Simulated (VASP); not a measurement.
Cu3Sn2: relaxation of cell and atoms with PBE

Crystal: Cu3Sn2.

```
Cu Sn
1.0
     4.84726    0.00000    0.00000
     0.00000    4.84726    0.00000
     0.00000    0.00000    4.84726
Cu Sn
3 2
Direct
  0.50000 0.00000 0.00000
  0.00000 0.50000 0.00000
  0.00000 0.00000 0.50000
  0.00000 0.00000 0.00000
  0.50000 0.50000 0.50000
```

The cell was built from a structure type or drawn by symmetry, and may not be a known phase.

```yaml
Program: VASP 6.6.1
Task: relaxation of cell and atoms
Functional: PBE
Potentials_or_basis: VASP PAW PBE potentials, release 64 (Cu, Sn_d)
Cutoff: 600 eV
k_mesh: 8 × 8 × 8
Occupations: gaussian, width 0.1 eV
Spin: no spin polarisation
Dipole_correction: no
Further_INCAR_settings: ALGO = Fast; EDIFF = 1e-06; IBRION = 2; EDIFFG = -0.01; NSW = 100; ISIF = 3
```

The relaxed volume is 22.88 Å³/atom and the relaxed cell is a = 4.855 Å, b = 4.855 Å, c = 4.855 Å, α = 90.00°, β = 90.00°, γ = 90.00°. The space group after relaxing (to 0.1 Å) is Pm-3m (No. 221) and the energy gained by relaxing is 0.1 meV/atom. The ionic steps are 3, the pressure after relaxing is 0.0 GPa and the band gap on the k mesh is zero (an odd number of electrons rules out a gap without spin polarisation).

The path:
```csv
step,energy change (eV),largest force (eV/Å),pressure (GPa),volume (Å³)
1,0.0000,0.0000,0.43,113.89
2,-0.0002,0.0000,-0.35,114.90
3,-0.0005,0.0000,0.02,114.42
```

Final structure:
```cif
data_structure
_symmetry_space_group_name_H-M 'P 1'
_symmetry_Int_Tables_number 1
_cell_length_a 4.8548
_cell_length_b 4.8548
_cell_length_c 4.8548
_cell_angle_alpha 90.000
_cell_angle_beta 90.000
_cell_angle_gamma 90.000
_cell_volume 114.42
loop_
_atom_site_label
_atom_site_type_symbol
_atom_site_fract_x
_atom_site_fract_y
_atom_site_fract_z
_atom_site_occupancy
Cu1 Cu 0.50000 0.00000 0.00000 1
Cu2 Cu 0.00000 0.50000 0.00000 1
Cu3 Cu 0.00000 0.00000 0.50000 1
Sn1 Sn 0.00000 0.00000 0.00000 1
Sn2 Sn 0.50000 0.50000 0.50000 1
```

Levels at points of the mesh, in eV from the Fermi level:
| k point | band 28 | band 29 | band 30 | band 31 | band 32 | band 33 |
| --- | --- | --- | --- | --- | --- | --- |
| (0.00, 0.00, 0.00) | -2.40 | -2.39 | -2.20 | 0.52 | 0.52 | 1.62 |
| (0.50, 0.00, 0.00) | -1.87 | -0.80 | -0.80 | 0.02 | 0.42 | 0.42 |
| (0.50, 0.50, 0.00) | -2.35 | -2.35 | 0.12 | 1.33 | 1.46 | 1.67 |
| (0.50, 0.50, 0.50) | -2.16 | -2.16 | -2.16 | -1.65 | -1.65 | -1.65 |

Run time: 5 min on 1 thread of AMD EPYC 9R45 (Zen 5) (shared host), peak memory 0.31 GiB.

Caveat: spin-orbit coupling is left out, which moves the levels of the heavy elements.
